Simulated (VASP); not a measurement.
# Ta (P6_3/mmc) in VASP: a series of runs, part 2 of 2

VASP 6.6.1. Earlier steps stand in the parts before.

### Step 3. Single point, PBEsol (strain -0.0450 x Voigt [0, 0, 1, 0, 0, 0])

INCAR reads:

```
PREC = Accurate ; ENCUT = 520
EDIFF = 1E-6 ; ISMEAR = 0
SIGMA = 0.15 ; LREAL = False
LASPH = True ; NELM = 100
ALGO = Fast ; ISIF = 2
LWAVE = False ; LCHARG = True
GGA = PS ; LELF = True
LVHAR = True ; NBANDS = 18
```

KPOINTS reads:

```
regular mesh
0
Gamma
  24 24 12
```

POSCAR reads:

```
Ta
1.0
    2.8669354486      0.0000000000      0.0000000000
   -1.4334677243      2.4828389295      0.0000000000
    0.0000000000      0.0000000000      4.8623012493
Ta
2
Direct
    0.6666666667      0.3333333333      0.7500000000
    0.3333333333      0.6666666667      0.2500000000
```

Potentials or basis: VASP PAW PBE potentials, release 64 (Ta_pv).

The run is started by

```sh
cat potpaw_PBE.64/Ta_pv/POTCAR > POTCAR
mpirun -np 1 vasp_std > vasp.out
```

OUTCAR:

```text
PREC = Accurate
   ENCUT = 520
   EDIFF = 1E-6
   ISMEAR = 0
   LREAL = False
   LASPH = True
   NELM = 100
   ISIF = 2
   GGA = PS

 ion  position               nearest neighbor table
   1  0.667  0.333  0.750-   2 2.94   2 2.94   2 2.94   2 2.94   2 2.94   2 2.94
   2  0.333  0.667  0.250-   1 2.94   1 2.94   1 2.94   1 2.94   1 2.94   1 2.94

  LATTYP: Found a hexagonal cell.
 ALAT       =     2.8669354486
 C/A-ratio  =     1.6959925804

  Lattice vectors:

 A1 = (   2.8669354486,   0.0000000000,   0.0000000000)
[... 193 lines left out ...]
      4     -27.2326      2.00000
      5     -27.1543      2.00000
      6     -27.1543      2.00000
[... 481 lines left out ...]
      5     -27.4881      2.00000
      6     -27.3802      2.00000
[... 10 lines left out ...]
     17      13.8083      0.00000
     18      14.7480      0.00000

 [... further k-points ...]
[... 5 lines left out ...]
  --------------------------------------------------------------------------------------
  -------------------------------------------------------------------------------------
  Total        1.5668066      1.5668066      3.3811500     -0.0000000      0.0000000      0.0000000
  in kB       72.5299949     72.5299949    156.5188657     -0.0000000      0.0000000      0.0000000
  external PRESSURE =     100.5262852 kB  Pullay stress =       0.0000000 kB

 VOLUME and BASIS-vectors are now :
 -----------------------------------------------------------------------------
  energy-cutoff  :      520.00
  volume of cell :       34.61
      direct lattice vectors                 reciprocal lattice vectors
     2.866935449  0.000000000  0.000000000     0.348804505  0.201382375  0.000000000
    -1.433467724  2.482838930  0.000000000     0.000000000  0.402764750  0.000000000
     0.000000000  0.000000000  4.862301249     0.000000000  0.000000000  0.205663933

 POSITION                                       TOTAL-FORCE (eV/Angst)
 -----------------------------------------------------------------------------------
      1.43347      0.82761      3.64673         0.000000      0.000000      0.000000
     -0.00000      1.65523      1.21558        -0.000000     -0.000000      0.000000
 -----------------------------------------------------------------------------------
    total drift:                                0.000000     -0.000000      0.000000

  FREE ENERGIE OF THE ION-ELECTRON SYSTEM (eV)
  ---------------------------------------------------
  free  energy   TOTEN  =       -24.4454629797 eV

  energy  without entropy=      -24.4192875376  energy(sigma->0) =      -24.43237526
```

OSZICAR:

```text
N       E                     dE             d eps       ncg     rms          rms(c)
DAV:   1     0.168582817889E+03    0.16858E+03   -0.12866E+04 15396   0.128E+03
DAV:   2    -0.212116380603E+02   -0.18979E+03   -0.18657E+03 18854   0.359E+02
DAV:   3    -0.253609812408E+02   -0.41493E+01   -0.40856E+01 18226   0.500E+01
DAV:   4    -0.253890178473E+02   -0.28037E-01   -0.27938E-01 17436   0.427E+00
DAV:   5    -0.253892060551E+02   -0.18821E-03   -0.18820E-03 17252   0.338E-01    0.205E+01
RMM:   6    -0.246791441388E+02    0.71006E+00   -0.63306E-01 15667   0.596E+00    0.101E+01
RMM:   7    -0.244454258226E+02    0.23372E+00   -0.79147E-01 17246   0.620E+00    0.425E-01
RMM:   8    -0.244449938894E+02    0.43193E-03   -0.39032E-02 18654   0.151E+00    0.469E-01
RMM:   9    -0.244458002792E+02   -0.80639E-03   -0.83254E-03 19000   0.581E-01    0.290E-01
RMM:  10    -0.244454676266E+02    0.33265E-03   -0.24133E-03 16874   0.377E-01    0.115E-01
RMM:  11    -0.244454563913E+02    0.11235E-04   -0.21896E-04 19619   0.126E-01    0.227E-02
RMM:  12    -0.244454624658E+02   -0.60744E-05   -0.52381E-05 20612   0.521E-02    0.220E-02
RMM:  13    -0.244454629797E+02   -0.51397E-06   -0.59965E-06 16094   0.135E-02
   1 F= -.24445463E+02 E0= -.24432375E+02  d E =-.261754E-01
```

stdout:

```text
POSCAR found type information on POSCAR Ta
 POSCAR found :  1 types and       2 ions
 scaLAPACK will be used
 -----------------------------------------------------------------------------
|                                                                             |
|                                                                             |
|     You enforced a specific xc type in the INCAR file but a different       |
|     I HOPE YOU KNOW WHAT YOU ARE DOING!                                     |
|                                                                             |
 -----------------------------------------------------------------------------

 LDA part: xc-table for (Slater+PW92), standard interpolation
 POSCAR, INCAR and KPOINTS ok, starting setup
 FFT: planning ... GRIDC
 FFT: planning ... GRID_SOFT
 FFT: planning ... GRID
 WAVECAR not read
 entering main loop
```

Run time: 2 min. Hardware: 1 thread of Intel Xeon Platinum 8559C (Emerald Rapids), shared host; peak memory 0.32 GiB.

What came out:

| Item | Value |
| --- | --- |
| Free energy | -24.4455 eV |
| Pressure | 10.1 GPa |
| Band gap on the k mesh | zero (bands 11 and 12 overlap by 2.49 eV) |

Levels at points of the mesh, in eV from the Fermi level:
```tsv
k point	band 8	band 9	band 10	band 11	band 12	band 13	band 14	band 15
(0.00, 0.00, 0.00)	-5.13	-0.17	0.44	0.44	0.56	1.21	1.21	2.70
(0.50, 0.00, 0.00)	-4.25	-3.69	-0.53	-0.10	0.39	0.81	6.35	6.63
(0.00, 0.00, 0.50)	-6.44	-1.02	-1.02	0.43	0.43	0.43	0.43	4.72
(0.50, 0.00, 0.50)	-4.74	-2.45	-2.45	1.71	1.71	2.52	2.52	6.33
```

Caveat: the cell differs from its parent crystal (strain -0.0450 x Voigt [0, 0, 1, 0, 0, 0]); the stress differs along the axes, from 7 to 16 GPa; the PAW data sets were made with another functional, which shifts forces and pressure a little; spin-orbit coupling is left out, which moves the levels of the heavy elements.

### Step 4. Single point, PBEsol (strain -0.0300 x Voigt [0, 0, 1, 0, 0, 0])

INCAR reads:

```
SYSTEM = Ta
ALGO = Fast
EDIFF = 1E-6
ENCUT = 520
GGA = PS
ISIF = 2
ISMEAR = 0
LASPH = .True.
LCHARG = .False.
LREAL = .False.
LWAVE = .False.
NBANDS = 18
NELM = 100
PREC = Accurate
SIGMA = 0.15
```

KPOINTS reads:

```
k-points
0
Gamma
  24 24 12
  0 0 0
```

POSCAR, as its differences from that of step 3:

```diff
@@ -4,3 +4,3 @@
    -1.4334677243      2.4828389295      0.0000000000
-    0.0000000000      0.0000000000      4.8623012493
+    0.0000000000      0.0000000000      4.9386724731
 Ta
```

Potentials or basis: VASP PAW PBE potentials, release 64 (Ta_pv).

The run is started by

```sh
cat potpaw_PBE.64/Ta_pv/POTCAR > POTCAR
mpirun -np 1 vasp_std > vasp.out
```

OUTCAR:

```text
SYSTEM = Ta
   EDIFF = 1E-6
   ENCUT = 520
   GGA = PS
   ISIF = 2
   ISMEAR = 0
   LASPH = .True.
   LREAL = .False.
   NELM = 100
   PREC = Accurate

 ion  position               nearest neighbor table
   1  0.667  0.333  0.750-   2 2.97   2 2.97   2 2.97   2 2.97   2 2.97   2 2.97
   2  0.333  0.667  0.250-   1 2.97   1 2.97   1 2.97   1 2.97   1 2.97   1 2.97

  LATTYP: Found a hexagonal cell.
 ALAT       =     2.8669354486
 C/A-ratio  =     1.7226312073

  Lattice vectors:

 A1 = (   2.8669354486,   0.0000000000,   0.0000000000)
 A2 = (  -1.4334677243,   2.4828389295,   0.0000000000)
 A3 = (   0.0000000000,   0.0000000000,   4.9386724731)

Analysis of symmetry for initial positions (statically):
=====================================================================
 Subroutine PRICEL returns:
 Original cell was already a primitive cell.

 Routine SETGRP: Setting up the symmetry group for a
 hexagonal supercell.

 Subroutine GETGRP returns: Found 24 space group operations
 (whereof 12 operations were pure point group operations)
 out of a pool of 24 trial point group operations.

The static configuration has the point symmetry D_3d.
 The point group associated with its full space group is D_6h.

Analysis of symmetry for dynamics (positions and initial velocities):
=====================================================================
 Subroutine PRICEL returns:
 Original cell was already a primitive cell.

 Routine SETGRP: Setting up the symmetry group for a
 hexagonal supercell.

 Subroutine GETGRP returns: Found 24 space group operations
 (whereof 12 operations were pure point group operations)
 out of a pool of 24 trial point group operations.

The dynamic configuration has the point symmetry D_3d.
 The point group associated with its full space group is D_6h.

 Subroutine INISYM returns: Found 24 space group operations
 (whereof 12 operations are pure point group operations),
 and found     1 'primitive' translations

[... 110 lines left out ...]
   EFERMI_NEDOS =   21; number of points for ismear=-14 and -15
   IALGO  =     68    algorithm
   IMIX   =      4    mixing-type and parameters
     AMIX     =   0.40;   BMIX     =  1.00
     AMIX_MAG =   1.60;   BMIX_MAG =  1.00
  volume/ion in A,a.u.               =      17.58       118.62
  Fermi-wavevector in a.u.,A,eV,Ry     =   1.400308  2.646198 26.679145  1.960862
  Thomas-Fermi vector in A             =   2.523281
   LORBIT       =      0    0 simple, 1 ext, 2 COOP (PROOUT), +10 PAW based schemes
   GGA     = PS    functional components
   LHFCALC =     F    Hartree Fock is set to
   AEXX    =    0.0000 exact exchange contribution
   IVDW    =     0    specifies the selected vdW correction
   LEPSILON=     F    determine dielectric tensor
   LRPA    =     F    only Hartree local field effects (RPA)
 non-spin polarized calculation
 RMM-DIIS sequential band-by-band and
 Gauss-broadening in eV      SIGMA  =   0.15
  energy-cutoff  :      520.00
  volume of cell :       35.15
 maximum number of plane-waves:       978
 NGX is ok and might be reduce to    24
   NGX = 11   NGY = 11   NGZ = 19

 number of electron      21.9999998 magnetization

 Free energy of the ion-electron system (eV)
  ---------------------------------------------------
  ext. energy  EPLUGINS =         0.00000000
  ---------------------------------------------------
  free energy    TOTEN  =       -24.48930788 eV

  energy without entropy =      -24.46305444  energy(sigma->0) =      -24.47618116

 E-fermi :   5.9776     XC(G=0): -12.8468

 val. band max:        5.9770731867   @ k =   0.3333   0.2083   0.0000
 cond. band min:       5.9835805805   @ k =   0.2083   0.0000   0.4167
 fundamental gap:      0.0065073938
 Fermi energy:         5.9775649583

 k-point     1 :       0.0000    0.0000    0.0000
  band No.  band energies     occupation
      1     -28.5779      2.00000
      2     -27.4533      2.00000
      3     -27.4533      2.00000
      4     -27.4519      2.00000
      5     -27.3287      2.00000
      6     -27.3287      2.00000
[... 481 lines left out ...]
      5     -27.6696      2.00000
      6     -27.5597      2.00000
[... 10 lines left out ...]
     17      13.5652      0.00000
     18      14.4372      0.00000

 [... further k-points ...]
[... 5 lines left out ...]
  --------------------------------------------------------------------------------------
  -------------------------------------------------------------------------------------
  Total        1.0027484      1.0027484      2.2430500      0.0000000      0.0000000     -0.0000000
  in kB       45.7010179     45.7010179    102.2287028      0.0000000      0.0000000     -0.0000000
  external PRESSURE =      64.5435795 kB  Pullay stress =       0.0000000 kB

 VOLUME and BASIS-vectors are now :
 -----------------------------------------------------------------------------
  energy-cutoff  :      520.00
  volume of cell :       35.15
      direct lattice vectors                 reciprocal lattice vectors
     2.866935449  0.000000000  0.000000000     0.348804505  0.201382375  0.000000000
    -1.433467724  2.482838930  0.000000000     0.000000000  0.402764750  0.000000000
     0.000000000  0.000000000  4.938672473     0.000000000  0.000000000  0.202483563

 POSITION                                       TOTAL-FORCE (eV/Angst)
 -----------------------------------------------------------------------------------
      1.43347      0.82761      3.70400        -0.000000      0.000000      0.000000
     -0.00000      1.65523      1.23467         0.000000     -0.000000      0.000000
 -----------------------------------------------------------------------------------
    total drift:                               -0.000000      0.000000     -0.000000

  FREE ENERGIE OF THE ION-ELECTRON SYSTEM (eV)
  ---------------------------------------------------
  free  energy   TOTEN  =       -24.4893078812 eV

  energy  without entropy=      -24.4630544442  energy(sigma->0) =      -24.47618116
```

Run time: 1.9 min. Hardware: 1 thread of Intel Xeon Platinum 8559C (Emerald Rapids), shared host; peak memory 0.33 GiB.

Results:

```yaml
Free_energy: -24.4893 eV
Pressure: 6.5 GPa
Band_gap_on_the_k_mesh: zero (bands 11 and 12 overlap by 2.44 eV)
```

Levels at points of the mesh, in eV from the Fermi level:
| k point | band 8 | band 9 | band 10 | band 11 | band 12 | band 13 | band 14 | band 15 |
| --- | --- | --- | --- | --- | --- | --- | --- | --- |
| (0.00, 0.00, 0.00) | -5.08 | -0.32 | 0.38 | 0.50 | 0.50 | 1.20 | 1.20 | 2.83 |
| (0.50, 0.00, 0.00) | -4.16 | -3.62 | -0.49 | -0.20 | 0.55 | 0.72 | 6.16 | 6.66 |
| (0.00, 0.00, 0.50) | -6.43 | -1.08 | -1.08 | 0.51 | 0.51 | 0.51 | 0.51 | 4.67 |
| (0.50, 0.00, 0.50) | -4.65 | -2.43 | -2.43 | 1.68 | 1.68 | 2.57 | 2.57 | 6.16 |

Caveat: the cell differs from its parent crystal (strain -0.0300 x Voigt [0, 0, 1, 0, 0, 0]); the stress differs along the axes, from 5 to 10 GPa; the PAW data sets were made with another functional, which shifts forces and pressure a little; spin-orbit coupling is left out, which moves the levels of the heavy elements.

### Step 5. The runs side by side

| cell | gap on the mesh (eV) | pressure (GPa) |
| --- | --- | --- |
| a = 2.867, b = 2.867, c = 4.786 Å, angles 90.0, 90.0, 120.0°, 2 atoms | none | 13.9 |
| a = 2.867, b = 2.867, c = 4.862 Å, angles 90.0, 90.0, 120.0°, 2 atoms | none | 10.1 |
| a = 2.867, b = 2.867, c = 4.939 Å, angles 90.0, 90.0, 120.0°, 2 atoms | none | 6.5 |

Alike in all rows: task single point; level PBEsol; potentials or basis VASP PAW PBE potentials, release 64 (Ta_pv); no spin polarisation; k mesh 24 × 24 × 12; cutoff (eV) 520; smearing gaussian 0.15 eV.

Caveats: the PAW data sets were made with another functional, which shifts forces and pressure a little; spin-orbit coupling is left out, which moves the levels of the heavy elements; the stress differs along the axes, from 10 to 21 GPa (at least some runs); the stress differs along the axes, from 7 to 16 GPa (at least some runs); the stress differs along the axes, from 5 to 10 GPa (at least some runs).

Absolute energies hang on the potentials; compare differences alone.
